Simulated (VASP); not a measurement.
# Al3Cu (Pm-3m) in VASP: further runs

Al3Cu is run at these levels: r2SCAN; tasks: single point.

Everything below comes from runs of VASP 6.6.1. Logs are shortened: lines on timing, memory, paths and dates and some standing lists are left out, and cuts for length are marked.

### 1 The cell of the first run

The structure is cubic, space group Pm-3m (No. 221). The conventional cell has a = 3.924 Å, b = 3.924 Å, c = 3.924 Å, α = 90.00°, β = 90.00°, γ = 90.00°. Within 3.7 Å of Al (site symmetry 4/mmm) lie 8 Al at 2.77 Å and 4 Cu at 2.77 Å. Within 3.7 Å of Cu (site symmetry m-3m) lie 12 Al at 2.77 Å.

### 2 Single point, r2SCAN

Contents of POSCAR:

```
Al3Cu
1.0
    3.9241510000      0.0000000000      0.0000000000
    0.0000000000      3.9241510000      0.0000000000
    0.0000000000      0.0000000000      3.9241510000
Al Cu
3 1
Direct
    0.0000000000      0.5000000000      0.5000000000
    0.5000000000      0.0000000000      0.5000000000
    0.5000000000      0.5000000000      0.0000000000
    0.0000000000      0.0000000000      0.0000000000
```

Contents of INCAR.step1:

```
SYSTEM = Al3Cu
  PREC = Accurate
  ENCUT = 520
  ISMEAR = 0
  SIGMA = 0.1
  LREAL = .FALSE.
  LASPH = .TRUE.
  NELM = 100
  NBANDS = 18
  GGA = PE
  ALGO = Normal
  EDIFF = 1E-4
  LWAVE = .TRUE.
  LCHARG = .FALSE.
```

Contents of INCAR.step2:

```
SYSTEM = Al3Cu
  PREC = Accurate
  ENCUT = 520
  EDIFF = 1E-7
  ISMEAR = 0
  SIGMA = 0.1
  LREAL = .FALSE.
  LASPH = .TRUE.
  NELM = 100
  ALGO = Normal
  ISIF = 2
  LWAVE = .FALSE.
  LCHARG = .FALSE.
  METAGGA = R2SCAN
  LMIXTAU = .TRUE.
  NBANDS = 18
  ISTART = 1
```

Contents of KPOINTS:

```
regular mesh
0
G
  6 6 6
  0 0 0
```

Potentials or basis: VASP PAW PBE potentials, release 64 (Al, Cu).

Command:

```sh
> cat potpaw_PBE.64/Al/POTCAR potpaw_PBE.64/Cu/POTCAR > POTCAR
> cp INCAR.step1 INCAR
> mpirun -np 1 vasp_std > vasp.out
> cp INCAR.step2 INCAR
> mpirun -np 1 vasp_std > vasp.out
```

OUTCAR:

```text
SYSTEM = Al3Cu
   PREC = Accurate
   ENCUT = 520
   EDIFF = 1E-7
   ISMEAR = 0
   LREAL = .FALSE.
   LASPH = .TRUE.
   NELM = 100
   ISIF = 2
   METAGGA = R2SCAN
   ISTART = 1

 ion  position               nearest neighbor table
   1  0.000  0.500  0.500-   2 2.77   3 2.77   4 2.77   3 2.77   4 2.77   2 2.77   4 2.77   4 2.77
                             2 2.77   3 2.77   3 2.77   2 2.77
   2  0.500  0.000  0.500-   1 2.77   3 2.77   4 2.77   3 2.77   4 2.77   1 2.77   3 2.77   3 2.77
                             1 2.77   4 2.77   4 2.77   1 2.77
   3  0.500  0.500  0.000-   1 2.77   2 2.77   4 2.77   1 2.77   2 2.77   2 2.77   4 2.77   2 2.77
                             1 2.77   4 2.77   1 2.77   4 2.77
   4  0.000  0.000  0.000-   1 2.77   2 2.77   3 2.77   1 2.77   2 2.77   1 2.77   3 2.77   1 2.77
                             2 2.77   3 2.77   2 2.77   3 2.77

  LATTYP: Found a simple cubic cell.
 ALAT       =     3.9241510000

  Lattice vectors:

 A1 = (   3.9241510000,   0.0000000000,   0.0000000000)
 A2 = (   0.0000000000,   3.9241510000,   0.0000000000)
 A3 = (   0.0000000000,   0.0000000000,   3.9241510000)

Analysis of symmetry for initial positions (statically):
=====================================================================
 Subroutine PRICEL returns:
 Original cell was already a primitive cell.

 Routine SETGRP: Setting up the symmetry group for a
 simple cubic supercell.

 Subroutine GETGRP returns: Found 48 space group operations
 (whereof 48 operations were pure point group operations)
 out of a pool of 48 trial point group operations.

The static configuration has the point symmetry O_h .

Analysis of symmetry for dynamics (positions and initial velocities):
=====================================================================
 Subroutine PRICEL returns:
 Original cell was already a primitive cell.

 Routine SETGRP: Setting up the symmetry group for a
 simple cubic supercell.

 Subroutine GETGRP returns: Found 48 space group operations
 (whereof 48 operations were pure point group operations)
 out of a pool of 48 trial point group operations.

The dynamic configuration has the point symmetry O_h .

 Subroutine INISYM returns: Found 48 space group operations
 (whereof 48 operations are pure point group operations),
 and found     1 'primitive' translations

----------------------------------------------------------------------------------------

                                     Primitive cell

  volume of cell :      60.4278

  direct lattice vectors                    reciprocal lattice vectors
     3.924151000  0.000000000  0.000000000     0.254832192  0.000000000  0.000000000
     0.000000000  3.924151000  0.000000000     0.000000000  0.254832192  0.000000000
     0.000000000  0.000000000  3.924151000     0.000000000  0.000000000  0.254832192

  length of vectors
     3.924151000  3.924151000  3.924151000     0.254832192  0.254832192  0.254832192

  position of ions in fractional coordinates (direct lattice)
     0.000000000  0.500000000  0.500000000
     0.500000000  0.000000000  0.500000000
     0.500000000  0.500000000  0.000000000
     0.000000000  0.000000000  0.000000000

  ion indices of the primitive-cell ions
   primitive index   ion index
                 1           1
                 2           2
                 3           3
                 4           4

----------------------------------------------------------------------------------------

 KPOINTS: regular mesh

Automatic generation of k-mesh.
 Grid dimensions read from file:
 generate k-points for:    6    6    6

 Generating k-lattice:

  Cartesian coordinates                     Fractional coordinates (reciprocal lattice)
     0.042472032  0.000000000  0.000000000     0.166666667  0.000000000  0.000000000
     0.000000000  0.042472032  0.000000000     0.000000000  0.166666667  0.000000000
     0.000000000  0.000000000  0.042472032     0.000000000  0.000000000  0.166666667

  Length of vectors
     0.042472032  0.042472032  0.042472032

  Shift w.r.t. Gamma in fractional coordinates (k-lattice)
     0.000000000  0.000000000  0.000000000

 Subroutine IBZKPT returns following result:
 ===========================================

 Found     20 irreducible k-points:

 Following reciprocal coordinates:
            Coordinates               Weight
  0.000000  0.000000  0.000000      1.000000
  0.166667  0.000000  0.000000      6.000000
  0.333333  0.000000  0.000000      6.000000
  0.500000  0.000000  0.000000      3.000000
  0.166667  0.166667  0.000000     12.000000
  0.333333  0.166667  0.000000     24.000000
[... 12 lines left out ...]
  0.500000  0.500000  0.333333      6.000000
  0.500000  0.500000  0.500000      1.000000
   k-points           NKPTS =     20   k-points in BZ     NKDIM =     20   number of bands    NBANDS=     18
   number of dos      NEDOS =    301   number of ions     NIONS =      4
   total plane-waves  NPLWV =  27000
   dimension x,y,z NGX =    30 NGY =   30 NGZ =   30
   dimension x,y,z NGXF=    60 NGYF=   60 NGZF=   60
   ions per type =               3   1
   NGX,Y,Z   is equivalent  to a cutoff of  12.71, 12.71, 12.71 a.u.
   NGXF,Y,Z  is equivalent  to a cutoff of  25.42, 25.42, 25.42 a.u.
 SYSTEM =  Al3Cu
   PREC   = accura    normal or accurate (medium, high low for compatibility)
   ISTART =      1    job   : 0-new  1-cont  2-samecut
   ICHARG =      0    charge: 1-file 2-atom 10-const
   ISPIN  =      1    spin polarized calculation?
   LNONCOLLINEAR =      F non collinear calculations
   LSORBIT =      F    spin-orbit coupling
   LASPH  =      T    aspherical Exc in radial PAW
   ENCUT  =  520.0 eV  38.22 Ry    6.18 a.u.   7.30  7.30  7.30*2*pi/ulx,y,z
   NELM   =    100;   NELMIN=  2; NELMDL=  0     # of ELM steps
   EDIFF  = 0.1E-06   stopping-criterion for ELM
   LREAL  =      F    real-space projection
   EDIFFG = 0.1E-05   stopping-criterion for IOM
   NSW    =      0    number of steps for IOM
   IBRION =     -1    ionic relax: 0-MD 1-quasi-New 2-CG
   NFREE  =      0    steps in history (QN), initial steepest desc. (CG)
   ISIF   =      2    stress and relaxation
   ISYM   =      2    0-nonsym 1-usesym 2-fastsym
   POTIM  = 0.5000    time-step for ionic-motion
   TEBEG  =    0.0;   TEEND  =   0.0 temperature during run
   PSTRESS=    0.0 pullay stress
   NELECT =      20.0000    total number of electrons
   NUPDOWN=      -1.0000    fix difference up-down
   EMIN   =  10.00;   EMAX   =-10.00  energy-range for DOS
   EFERMI =   0.00;   METHOD = LEGACY
   ISMEAR =     0;   SIGMA  =   0.10  broadening in eV -4-tet -1-fermi 0-gaus
   EFERMI_NEDOS =   21; number of points for ismear=-14 and -15
   IALGO  =     38    algorithm
   IMIX   =      4    mixing-type and parameters
     AMIX     =   0.40;   BMIX     =  1.00
     AMIX_MAG =   1.60;   BMIX_MAG =  1.00
  volume/ion in A,a.u.               =      15.11       101.95
  Fermi-wavevector in a.u.,A,eV,Ry     =   1.132415  2.139955 17.447632  1.282365
  Thomas-Fermi vector in A             =   2.269116
   LORBIT       =      0    0 simple, 1 ext, 2 COOP (PROOUT), +10 PAW based schemes
   METAGGA = R2SCAN    functional components
   LHFCALC =     F    Hartree Fock is set to
   AEXX    =    0.0000 exact exchange contribution
   IVDW    =     0    specifies the selected vdW correction
   LEPSILON=     F    determine dielectric tensor
   LRPA    =     F    only Hartree local field effects (RPA)
 non-spin polarized calculation
 Gauss-broadening in eV      SIGMA  =   0.10
  energy-cutoff  :      520.00
  volume of cell :       60.43
 maximum number of plane-waves:      1647
 NGX is ok and might be reduce to    30
   NGX = 15   NGY = 15   NGZ = 15

 number of electron      20.0000021 magnetization

 Free energy of the ion-electron system (eV)
  ---------------------------------------------------
  ext. energy  EPLUGINS =         0.00000000
  ---------------------------------------------------
  free energy    TOTEN  =       -31.11516759 eV

  energy without entropy =      -31.10548238  energy(sigma->0) =      -31.11032499

 E-fermi :   8.2165     XC(G=0): -11.5409

 val. band max:        8.1907123718   @ k =   0.5000   0.3333   0.3333
 cond. band min:       8.4302844098   @ k =   0.5000   0.0000   0.0000
 fundamental gap:      0.2395720380
 Fermi energy:         8.2165160967

 k-point     1 :       0.0000    0.0000    0.0000
  band No.  band energies     occupation
      1      -3.5719      2.00000
      2       3.7655      2.00000
      3       3.7655      2.00000
      4       4.5043      2.00000
      5       4.5043      2.00000
      6       4.5043      2.00000
[... 10 lines left out ...]
     17      15.4420      0.00000
     18      15.4420      0.00000

 k-point     2 :       0.1667    0.0000    0.0000
  band No.  band energies     occupation
      1      -3.2885      2.00000
      2       2.9610      2.00000
      3       3.8220      2.00000
      4       4.3492      2.00000
      5       4.3492      2.00000
      6       4.5131      2.00000
[... 10 lines left out ...]
     17      15.6182      0.00000
     18      15.8230      0.00000

 k-point     3 :       0.3333    0.0000    0.0000
  band No.  band energies     occupation
      1      -2.4492      2.00000
      2       0.8707      2.00000
      3       3.9373      2.00000
      4       4.1552      2.00000
      5       4.1552      2.00000
      6       4.5306      2.00000
[... 10 lines left out ...]
     17      16.0792      0.00000
     18      16.6568      0.00000

 k-point     4 :       0.5000    0.0000    0.0000
  band No.  band energies     occupation
      1      -1.3092      2.00000
      2      -0.7568      2.00000
      3       3.9962      2.00000
      4       4.0837      2.00000
      5       4.0837      2.00000
      6       4.5394      2.00000
[... 10 lines left out ...]
     17      17.7219      0.00000
     18      17.7219      0.00000

 k-point     5 :       0.1667    0.1667    0.0000
  band No.  band energies     occupation
      1      -3.0065      2.00000
      2       3.0780      2.00000
      3       3.1962      2.00000
      4       4.1457      2.00000
      5       4.3208      2.00000
      6       4.4463      2.00000
[... 10 lines left out ...]
     17      14.7041      0.00000
     18      16.3589      0.00000

 k-point     6 :       0.3333    0.1667    0.0000
  band No.  band energies     occupation
      1      -2.1721      2.00000
      2       1.1246      2.00000
      3       3.5212      2.00000
      4       4.0762      2.00000
      5       4.1899      2.00000
      6       4.4473      2.00000
[... 223 lines left out ...]
 k-point    17 :       0.3333    0.3333    0.3333
  band No.  band energies     occupation
      1      -0.2911      2.00000
      2       2.6579      2.00000
      3       2.6579      2.00000
      4       2.8669      2.00000
      5       4.0853      2.00000
      6       4.0853      2.00000
[... 10 lines left out ...]
     17      17.8478      0.00000
     18      19.2601      0.00000

 k-point    18 :       0.5000    0.3333    0.3333
  band No.  band energies     occupation
      1       0.7107      2.00000
      2       1.3949      2.00000
      3       3.0643      2.00000
      4       3.7586      2.00000
      5       3.8309      2.00000
      6       3.9135      2.00000
[... 10 lines left out ...]
     17      19.0321      0.00000
     18      19.4444      0.00000

 k-point    19 :       0.5000    0.5000    0.3333
  band No.  band energies     occupation
      1       1.6145      2.00000
      2       2.2637      2.00000
      3       2.2637      2.00000
      4       3.0743      2.00000
      5       4.1095      2.00000
      6       4.1095      2.00000
[... 10 lines left out ...]
     17      20.0551      0.00000
     18      20.8158      0.00000

 k-point    20 :       0.5000    0.5000    0.5000
  band No.  band energies     occupation
      1       2.7262      2.00000
      2       2.7262      2.00000
      3       2.7262      2.00000
      4       2.8731      2.00000
      5       3.9378      2.00000
      6       3.9378      2.00000
[... 10 lines left out ...]
     17      21.5619      0.00000
     18      21.5619      0.00000

------------------------ aborting loop because EDIFF is reached ----------------------------------------

  FORCE on cell =-STRESS in cart. coord.  units (eV):
  Direction    XX          YY          ZZ          XY          YZ          ZX
  --------------------------------------------------------------------------------------
  -------------------------------------------------------------------------------------
  Total       -1.1690799     -1.1690799     -1.1690799     -0.0000000      0.0000000     -0.0000000
  in kB      -30.9968551    -30.9968551    -30.9968551     -0.0000000      0.0000000     -0.0000000
  external PRESSURE =     -30.9968551 kB  Pullay stress =       0.0000000 kB

 VOLUME and BASIS-vectors are now :
 -----------------------------------------------------------------------------
  energy-cutoff  :      520.00
  volume of cell :       60.43
      direct lattice vectors                 reciprocal lattice vectors
     3.924151000  0.000000000  0.000000000     0.254832192  0.000000000  0.000000000
     0.000000000  3.924151000  0.000000000     0.000000000  0.254832192  0.000000000
     0.000000000  0.000000000  3.924151000     0.000000000  0.000000000  0.254832192

 POSITION                                       TOTAL-FORCE (eV/Angst)
 -----------------------------------------------------------------------------------
      0.00000      1.96208      1.96208         0.000000      0.000000      0.000000
      1.96208      0.00000      1.96208         0.000000      0.000000      0.000000
      1.96208      1.96208      0.00000         0.000000      0.000000      0.000000
      0.00000      0.00000      0.00000         0.000000      0.000000      0.000000
 -----------------------------------------------------------------------------------
    total drift:                                0.000000     -0.000000     -0.000000

  FREE ENERGIE OF THE ION-ELECTRON SYSTEM (eV)
  ---------------------------------------------------
  free  energy   TOTEN  =       -31.1151675900 eV

  energy  without entropy=      -31.1054823820  energy(sigma->0) =      -31.11032499
```

It took 68 s on 1 thread of Intel Xeon 6975P-C, shared host; peak memory 0.18 GiB.

What came out:

* Free energy: -31.1152 eV
* Pressure: -3.1 GPa
* Band gap on the k mesh: zero (band 10 reaches 10.48 eV, above the bottom of band 11 at 6.25 eV)

Levels at points of the mesh, in eV from the Fermi level:
```
           k point  band 8  band 9  band 10  band 11  band 12  band 13
(0.00, 0.00, 0.00)   -2.59   -2.59    -0.61     0.54     0.54     6.80
(0.50, 0.00, 0.00)    0.21    0.21     0.27     0.27     0.67     2.28
(0.50, 0.50, 0.00)   -3.42   -3.19     1.36     3.04     3.04     3.45
(0.50, 0.50, 0.50)   -3.49   -3.49    -2.50    -1.96    -1.96    -1.96
```

Caveat: the PAW data sets were made with another functional, which shifts forces and pressure a little.

### 3 Single point, r2SCAN

POSCAR is that of step 2.

Contents of INCAR.step1:

```
PREC = Accurate ; ENCUT = 520
ISMEAR = 0 ; SIGMA = 0.1
LREAL = False ; LASPH = True
NELM = 100 ; NBANDS = 18
GGA = PE ; ALGO = Normal
EDIFF = 1E-4 ; LWAVE = True
LCHARG = False
```

Contents of INCAR.step2:

```
PREC = Accurate ; ENCUT = 520
EDIFF = 1E-6 ; ISMEAR = 0
SIGMA = 0.1 ; LREAL = False
LASPH = True ; NELM = 100
ALGO = Normal ; ISIF = 2
LWAVE = False ; LCHARG = False
METAGGA = R2SCAN ; LMIXTAU = True
NBANDS = 18 ; ISTART = 1
```

Contents of KPOINTS:

```
regular mesh
0
Gamma
  6 6 6
```

Potentials or basis: VASP PAW PBE potentials, release 64 (Al, Cu).

Command:

```sh
> cat potpaw_PBE.64/Al/POTCAR potpaw_PBE.64/Cu/POTCAR > POTCAR
> cp INCAR.step1 INCAR
> mpirun -np 1 vasp_std > vasp.out
> cp INCAR.step2 INCAR
> mpirun -np 1 vasp_std > vasp.out
```

It took 63 s on 1 thread of Intel Xeon 6975P-C, shared host; peak memory 0.17 GiB.

Results (log left out):

```yaml
Free_energy: -31.1152 eV
Pressure: -3.1 GPa
Band_gap_on_the_k_mesh: zero (band 10 reaches 10.48 eV, above the bottom of band 11 at 6.25 eV)
```

Levels at points of the mesh, in eV from the Fermi level:
```csv
k point,band 6,band 7,band 8,band 9,band 10,band 11,band 12,band 13,band 14,band 15
"(0.00, 0.00, 0.00)",-3.71,-2.59,-2.59,-2.59,-0.61,0.54,0.54,6.80,6.80,6.80
"(0.50, 0.00, 0.00)",-3.68,-3.50,0.21,0.21,0.27,0.27,0.67,2.28,2.33,3.68
"(0.50, 0.50, 0.00)",-3.95,-3.50,-3.42,-3.19,1.36,3.04,3.04,3.45,4.00,4.00
"(0.50, 0.50, 0.50)",-4.28,-4.28,-3.49,-3.49,-2.50,-1.96,-1.96,-1.96,12.77,12.77
```

Caveat: the PAW data sets were made with another functional, which shifts forces and pressure a little.

[end of part 1 of 3]
